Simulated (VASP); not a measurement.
Write the native input for VASP 6.6.1 that does the following.

* Task: single point
* Functional: PBE
* Potentials or basis: VASP PAW PBE potentials, release 64 (Sc_sv, B, N)
* Cutoff: 520 eV
* k mesh: 6 × 6 × 6
* Occupations: gaussian, width 0.1 eV
* Spin: collinear spin, ferromagnetic start
* Starting moments: [0.0, 0.0, 0.0, 0.0, 0.0, 1.0] μB
* Dipole correction: no
* Further INCAR settings: ALGO = Normal; EDIFF = 1e-06; NBANDS = 35

The structure of Sc3B2N lies in POSCAR:

```
Sc3B2N
1.0
   -2.5226014198      2.5226014198      3.7368921458
    2.5226014198     -2.5226014198      3.7368921458
    2.5226014198      2.5226014198     -3.7368921458
Sc B N
3 2 1
Direct
    0.7500000000      0.2500000000      0.5000000000
    0.5000000000      0.5000000000      0.0000000000
    0.2500000000      0.7500000000      0.5000000000
    0.8146490494      0.8146490494      0.0000000000
    0.1853509506      0.1853509506      0.0000000000
    0.0000000000      0.0000000000      0.0000000000
```

The cell was generated, and may not be a known phase.

One way to write it, as run:

INCAR

```
SYSTEM = Sc3B2N
PREC = Accurate
ENCUT = 520
EDIFF = 1E-6
ISMEAR = 0
SIGMA = 0.1
LREAL = .False.
LASPH = .True.
NELM = 150
ALGO = Normal
ISIF = 2
LWAVE = .False.
LCHARG = .False.
ISPIN = 2
MAGMOM = 0 0 0 0 0 1
LORBIT = 11
LMAXMIX = 4
GGA = PE
NBANDS = 35
```

KPOINTS

```
Automatic mesh
0
Gamma
  6 6 6
  0 0 0
```

Potentials or basis: VASP PAW PBE potentials, release 64 (Sc_sv, B, N).

The run is started by

```bash
$ cat potpaw_PBE.64/Sc_sv/POTCAR potpaw_PBE.64/B/POTCAR potpaw_PBE.64/N/POTCAR > POTCAR
$ mpirun -np 1 vasp_std > vasp.out
```

Results of the run:

* Pressure: 0.2 GPa
* Largest force: 0.018 eV/Å
* Band gap on the k mesh: zero (filled and empty bands overlap)
* Net moment: 0.00 μB per cell
* Valence electrons inside the program's atomic spheres: Sc 9.41, 9.54 (each value once); B 1.97; N 3.81

Run time: 3.5 min on 1 thread of AMD EPYC 7R13 Processor (Zen 3), on a shared host, peak memory 0.34 GiB.
